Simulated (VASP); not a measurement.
Set up this calculation in VASP 6.6.1, as the native input.

* Task: relaxation of shape and atoms at fixed volume
* Functional: PBE
* Potentials or basis: VASP PAW PBE potentials, release 64 (Nb_sv, P)
* Cutoff: 500 eV
* k mesh: 10 × 10 × 8
* Occupations: gaussian, width 0.05 eV
* Spin: no spin polarisation
* Dipole correction: no
* Further INCAR settings: ALGO = Normal; EDIFF = 1e-07; IBRION = 2; EDIFFG = -0.01; NSW = 60; ISIF = 4

The structure of NbP lies in POSCAR:

```
NbP
1.0
    3.2380109394      0.0000000000      0.0000000000
   -1.6190054697      2.8041997312      0.0000000000
    0.0000000000      0.0000000000      6.6575779933
Nb P
2 2
Direct
    0.0000000000      0.0000000000      0.0000000000
    0.0000000000      0.0000000000      0.5000000000
    0.3333333333      0.6666666667      0.2500000000
    0.6666666667      0.3333333333      0.7500000000
```

One way to write it, as run:

INCAR

```
ALGO = Normal ; EDIFF = 1E-7
EDIFFG = -0.01 ; ENCUT = 500
GGA = PE ; GGA_COMPAT = F
IBRION = 2 ; ISIF = 4
ISMEAR = 0 ; LASPH = T
LCHARG = F ; LREAL = F
LWAVE = F ; NELM = 120
NELMIN = 4 ; NSW = 60
PREC = Accurate ; SIGMA = 0.05
```

KPOINTS

```
k-points
0
Gamma
  10 10 8
```

Potentials or basis: VASP PAW PBE potentials, release 64 (Nb_sv, P).

Launch:

```sh
$ cat potpaw_PBE.64/Nb_sv/POTCAR potpaw_PBE.64/P/POTCAR > POTCAR
$ mpirun -np 1 vasp_std > vasp.out
```

It gave:

```json
{
 "Energy gained by relaxing": "0.1 meV/atom",
 "Ionic steps": "3",
 "Pressure after relaxing": "10.7 GPa",
 "Band gap on the k mesh": "zero (bands 18 and 19 overlap by 0.60 eV)"
}
```

It took 83 s on 1 thread of Intel(R) Xeon(R) 6975P-C (Granite Rapids), with other jobs on the host, peak memory 0.22 GiB.
